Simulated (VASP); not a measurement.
# Si12N16O (a cell with a defect) (O interstitial hop between voids) in VASP: a series of runs, part 2 of 3

VASP 6.6.1. Earlier steps stand in the parts before.

## Step 4: Single point, PBE

INCAR

```
  ALGO = Normal
  EDIFF = 1E-6
  ENCUT = 520
  GGA = PE
  GGA_COMPAT = False
  ISIF = 2
  ISMEAR = -1
  LASPH = True
  LCHARG = False
  LREAL = False
  LWAVE = False
  NBANDS = 87
  NELECT = 136.0
  NELM = 120
  PREC = Accurate
  SIGMA = 0.01
```

KPOINTS

```
k-points
0
Gamma
  1 1 1
```

POSCAR

```
Si12N16O
1.0
    7.6639217100      0.0000000000      0.0000000000
   -3.8319608600      6.6371509000      0.0000000000
    0.0000000000      0.0000000000      5.8525451500
Si N O
12 16 1
Direct
    0.2365757559      0.8179976743      0.3821024772
    0.3633209786      0.1957156044      0.1030650742
    0.8121362501      0.5862352775      0.1214852653
    0.1680285247      0.3957591201      0.3700082519
    0.5973697353      0.7745504174      0.3739458550
    0.7579848857      0.1744377998      0.1209578024
    0.2107089955      0.8487702155      0.8940406039
    0.3982991869      0.2301502592      0.6164413785
    0.8204866182      0.5929194709      0.6227722993
    0.1799421368      0.4208240919      0.8681704916
    0.5810074093      0.7662046677      0.8730661394
    0.7688374350      0.1766935870      0.6235965561
    0.3331433631      0.6533875853      0.3869639519
    0.6497503380      0.3272399607      0.1232979809
    0.9652251875      0.6703847881      0.3702466097
    0.3575705451      0.9586046929      0.1495844932
    0.6673923587      0.7078576442      0.1240827676
    0.3036856001      0.2702056993      0.3636241918
    0.0289649227      0.3324712717      0.1175396315
    0.7150597756      0.0375831443      0.3754074413
    0.3234603929      0.6795589053      0.8726452969
    0.6610289249      0.3309890092      0.6116540596
    0.9528967663      0.6456634879      0.8737588295
    0.2962477633      0.9662558674      0.6243194894
    0.6776951237      0.7145749843      0.6225626470
    0.3738395520      0.3591688717      0.8545652997
    0.0300669964      0.3331816669      0.6224110890
    0.7010786928      0.0346663807      0.8698786373
    0.1335897836      0.0230024904     -0.0339993960
```

Potentials or basis: VASP PAW PBE potentials, release 64 (Si, N, O).

The run is started by

```console
$ cat potpaw_PBE.64/Si/POTCAR potpaw_PBE.64/N/POTCAR potpaw_PBE.64/O/POTCAR > POTCAR
$ mpirun -np 1 vasp_gam > vasp.out
```

OUTCAR:

```text
EDIFF = 1E-6
   ENCUT = 520
   GGA = PE
   ISIF = 2
   ISMEAR = -1
   LASPH = True
   LREAL = False
   NELECT = 136.0
   NELM = 120
   PREC = Accurate

 ion  position               nearest neighbor table
   1  0.237  0.818  0.382-  16 1.70  24 1.73  13 1.75  15 1.80   7 2.88   5 2.95   4 3.01   7 3.02
                             2 3.03   8 3.08   9 3.10
   2  0.363  0.196  0.103-  18 1.77  29 1.78  16 1.82  26 1.89  14 1.91   7 2.61   8 2.86   8 3.02
                             1 3.03  10 3.04   4 3.05   6 3.11
   3  0.812  0.586  0.121-  23 1.73  14 1.74  17 1.77  15 1.78   9 2.92   9 2.93   6 2.97   7 3.00
                             5 3.06  11 3.10
   4  0.168  0.396  0.370-  18 1.73  13 1.74  27 1.74  19 1.74  10 2.92  10 2.94   8 3.01   1 3.01
                            12 3.04   2 3.05   6 3.09   5 3.11
   5  0.597  0.775  0.374-  17 1.72  25 1.73  20 1.75  13 1.76  11 2.92  11 2.93   1 2.95  12 3.05
                             6 3.05   3 3.06   9 3.06   4 3.11
   6  0.758  0.174  0.121-  28 1.74  14 1.74  20 1.76  19 1.81  12 2.91  12 2.94   3 2.97   5 3.05
                            11 3.08   4 3.09   2 3.11
   7  0.211  0.849  0.894-  29 1.76  24 1.77  16 1.81  23 1.81  21 1.89   2 2.61   1 2.88   3 3.00
                             8 3.01   1 3.02   9 3.07
   8  0.398  0.230  0.616-  18 1.74  22 1.76  24 1.77  26 1.77   2 2.86   4 3.01   7 3.01   2 3.02
                             9 3.03  12 3.07   1 3.08  10 3.09
   9  0.820  0.593  0.623-  23 1.71  22 1.75  25 1.76  15 1.76   3 2.92   3 2.93  12 3.01   8 3.03
[... 8 lines left out ...]
  14  0.650  0.327  0.123-   3 1.74   6 1.74   2 1.91
  15  0.965  0.670  0.370-   9 1.76   3 1.78   1 1.80
  16  0.358  0.959  0.150-   1 1.70   7 1.81   2 1.82
  17  0.667  0.708  0.124-   5 1.72  11 1.76   3 1.77
  18  0.304  0.270  0.364-   4 1.73   8 1.74   2 1.77
[... 8 lines left out ...]
  27  0.030  0.333  0.622-   4 1.74  12 1.75  10 1.75
  28  0.701  0.035  0.870-  12 1.72   6 1.74  11 1.79
  29  0.134  0.023  0.966-   7 1.76   2 1.78

  LATTYP: Found a hexagonal cell.
 ALAT       =     7.6639217100
 C/A-ratio  =     0.7636488695

  Lattice vectors:

 A1 = (   7.6639217100,   0.0000000000,   0.0000000000)
 A2 = (  -3.8319608600,   6.6371509000,   0.0000000000)
 A3 = (   0.0000000000,   0.0000000000,   5.8525451500)

Analysis of symmetry for initial positions (statically):
=====================================================================
 Subroutine PRICEL returns:
 Original cell was already a primitive cell.

 Routine SETGRP: Setting up the symmetry group for a
 hexagonal supercell.

 Subroutine GETGRP returns: Found  1 space group operations
 (whereof  1 operations were pure point group operations)
 out of a pool of 24 trial point group operations.

The static configuration has the point symmetry C_1 .

Analysis of symmetry for dynamics (positions and initial velocities):
=====================================================================
 Subroutine PRICEL returns:
 Original cell was already a primitive cell.

 Routine SETGRP: Setting up the symmetry group for a
 hexagonal supercell.

 Subroutine GETGRP returns: Found  1 space group operations
 (whereof  1 operations were pure point group operations)
 out of a pool of 24 trial point group operations.

The dynamic configuration has the point symmetry C_1 .

 Subroutine INISYM returns: Found  1 space group operations
 (whereof  1 operations are pure point group operations),
 and found     1 'primitive' translations

[... 89 lines left out ...]
     0.000000000  0.150667058  0.000000000     0.000000000  1.000000000  0.000000000
     0.000000000  0.000000000  0.170865833     0.000000000  0.000000000  1.000000000

  Length of vectors
     0.150667058  0.150667058  0.170865833

  Shift w.r.t. Gamma in fractional coordinates (k-lattice)
     0.000000000  0.000000000  0.000000000

 Subroutine IBZKPT returns following result:
 ===========================================

 Found      1 irreducible k-points:

 Following reciprocal coordinates:
            Coordinates               Weight
  0.000000  0.000000  0.000000      1.000000
   k-points           NKPTS =      1   k-points in BZ     NKDIM =      1   number of bands    NBANDS=     87
   number of dos      NEDOS =    301   number of ions     NIONS =     29
   total plane-waves  NPLWV = 172800
   dimension x,y,z NGX =    60 NGY =   60 NGZ =   48
   dimension x,y,z NGXF=   120 NGYF=  120 NGZF=   96
   ions per type =              12  16   1
   NGX,Y,Z   is equivalent  to a cutoff of  13.02, 13.02, 13.63 a.u.
   NGXF,Y,Z  is equivalent  to a cutoff of  26.03, 26.03, 27.27 a.u.
 SYSTEM =  unknown system
   PREC   = accura    normal or accurate (medium, high low for compatibility)
   ISTART =      0    job   : 0-new  1-cont  2-samecut
   ICHARG =      2    charge: 1-file 2-atom 10-const
   ISPIN  =      1    spin polarized calculation?
   LNONCOLLINEAR =      F non collinear calculations
   LSORBIT =      F    spin-orbit coupling
   LASPH  =      T    aspherical Exc in radial PAW
   ENCUT  =  520.0 eV  38.22 Ry    6.18 a.u.  14.25 14.25 10.88*2*pi/ulx,y,z
   NELM   =    120;   NELMIN=  2; NELMDL= -5     # of ELM steps
   EDIFF  = 0.1E-05   stopping-criterion for ELM
   LREAL  =      F    real-space projection
[... 7 lines left out ...]
   TEBEG  =    0.0;   TEEND  =   0.0 temperature during run
   PSTRESS=    0.0 pullay stress
   NELECT =     136.0000    total number of electrons
   NUPDOWN=      -1.0000    fix difference up-down
   EMIN   =  10.00;   EMAX   =-10.00  energy-range for DOS
   EFERMI =   0.00;   METHOD = LEGACY
   ISMEAR =    -1;   SIGMA  =   0.01  broadening in eV -4-tet -1-fermi 0-gaus
   EFERMI_NEDOS =   21; number of points for ismear=-14 and -15
   IALGO  =     38    algorithm
   IMIX   =      4    mixing-type and parameters
     AMIX     =   0.40;   BMIX     =  1.00
     AMIX_MAG =   1.60;   BMIX_MAG =  1.00
  volume/ion in A,a.u.               =      10.27        69.27
  Fermi-wavevector in a.u.,A,eV,Ry     =   1.260846  2.382653 21.629617  1.589732
  Thomas-Fermi vector in A             =   2.394335
   LORBIT       =      0    0 simple, 1 ext, 2 COOP (PROOUT), +10 PAW based schemes
   GGA     = PE    functional components
[... 5 lines left out ...]
 non-spin polarized calculation
  energy-cutoff  :      520.00
  volume of cell :      297.70
 maximum number of plane-waves:      3992
 NGX is ok and might be reduce to    60
   NGX = 29   NGY = 29   NGZ = 21

 number of electron     135.9999998 magnetization

 Free energy of the ion-electron system (eV)
  ---------------------------------------------------
  ext. energy  EPLUGINS =         0.00000000
  ---------------------------------------------------
  free energy    TOTEN  =      -213.04099100 eV

  energy without entropy =     -213.04099100  energy(sigma->0) =     -213.04099100

 E-fermi :   7.4276     XC(G=0): -10.9969

 val. band max:        7.1457299929   @ k =   0.0000   0.0000   0.0000
 cond. band min:      10.8248879919   @ k =   0.0000   0.0000   0.0000
 fundamental gap:      3.6791579991
 Fermi energy:         7.4275748678

 k-point     1 :       0.0000    0.0000    0.0000
  band No.  band energies     occupation
      1     -11.8833      2.00000
      2     -10.9203      2.00000
      3      -9.9220      2.00000
      4      -9.5524      2.00000
      5      -9.2813      2.00000
      6      -9.0862      2.00000
[... 72 lines left out ...]
     79      12.9004      0.00000
     80      13.3987      0.00000
 [bands above 80 left out]

------------------------ aborting loop because EDIFF is reached ----------------------------------------

  FORCE on cell =-STRESS in cart. coord.  units (eV):
  Direction    XX          YY          ZZ          XY          YZ          ZX
  --------------------------------------------------------------------------------------
  -------------------------------------------------------------------------------------
  Total        7.3717983     16.1697793     43.5194520     -2.9368703     -4.1252503      0.8853904
  in kB       39.6740471     87.0236213    234.2159552    -15.8058487    -22.2015535      4.7650544
  external PRESSURE =     120.3045412 kB  Pullay stress =       0.0000000 kB

 VOLUME and BASIS-vectors are now :
 -----------------------------------------------------------------------------
  energy-cutoff  :      520.00
  volume of cell :      297.70
      direct lattice vectors                 reciprocal lattice vectors
     7.663921710  0.000000000  0.000000000     0.130481500  0.075333529  0.000000000
    -3.831960860  6.637150900  0.000000000     0.000000000  0.150667058  0.000000000
     0.000000000  0.000000000  5.852545150     0.000000000  0.000000000  0.170865833

 POSITION                                       TOTAL-FORCE (eV/Angst)
 -----------------------------------------------------------------------------------
     -1.32144      5.42917      2.23627         0.001086     -0.007797      0.017619
      2.03449      1.29899      0.60319        -0.074189     -0.049995     -0.058017
      3.97772      3.89093      0.71100        -0.006358     -0.024279     -0.019756
     -0.22878      2.62671      2.16549        -0.005047     -0.007192     -0.005969
      1.61015      5.14081      2.18854         0.010963      0.004867     -0.016780
      5.14070      1.15777      0.70791        -0.037859     -0.004756     -0.016091
[... 21 lines left out ...]
      5.24017      0.23009      5.09100         0.004218      0.006160     -0.026221
      0.93568      0.15267      5.65356        -0.036498     -0.015051      0.593761
 -----------------------------------------------------------------------------------
    total drift:                               -0.000365     -0.000052     -0.000873

  FREE ENERGIE OF THE ION-ELECTRON SYSTEM (eV)
  ---------------------------------------------------
  free  energy   TOTEN  =      -213.0409909977 eV

  energy  without entropy=     -213.0409909977  energy(sigma->0) =     -213.04099100
```

Wall time 28 s (1 thread of Intel Xeon 6975P-C (Granite Rapids), shared host); peak memory 0.39 GiB.

What came out:

```
Free energy   : -213.0410 eV
Largest force : 0.595 eV/Å
```

Forces in eV/Å, atoms in the order of the input:
```
Si   0.001 -0.008  0.018
Si  -0.074 -0.050 -0.058
Si  -0.006 -0.024 -0.020
Si  -0.005 -0.007 -0.006
Si   0.011  0.005 -0.017
Si  -0.038 -0.005 -0.016
Si   0.021 -0.041  0.021
Si   0.117  0.111 -0.110
Si   0.015  0.038 -0.025
Si  -0.029  0.011 -0.007
Si   0.018  0.025 -0.018
Si   0.054 -0.017 -0.017
N   -0.002 -0.003  0.057
N   -0.076 -0.017 -0.056
N    0.000  0.011 -0.031
N    0.168 -0.042  0.035
N   -0.020 -0.047 -0.021
N   -0.012  0.005 -0.050
N   -0.086  0.099  0.007
N    0.011 -0.008 -0.016
N   -0.001  0.014 -0.024
N    0.055  0.021 -0.059
N    0.014  0.001 -0.011
N   -0.160  0.035  0.031
N    0.025  0.024 -0.018
N   -0.030 -0.055 -0.151
N    0.064 -0.068 -0.006
N    0.004  0.006 -0.026
O   -0.036 -0.015  0.594
```

Caveat: the k points lie up to 1.07 Å⁻¹ apart; the cell carries a net charge on a neutralising background, which shifts energy and pressure; the cell is charged against a uniform background, so pressure and absolute levels hang on convention.

(Part 2 of 3 ends here.)
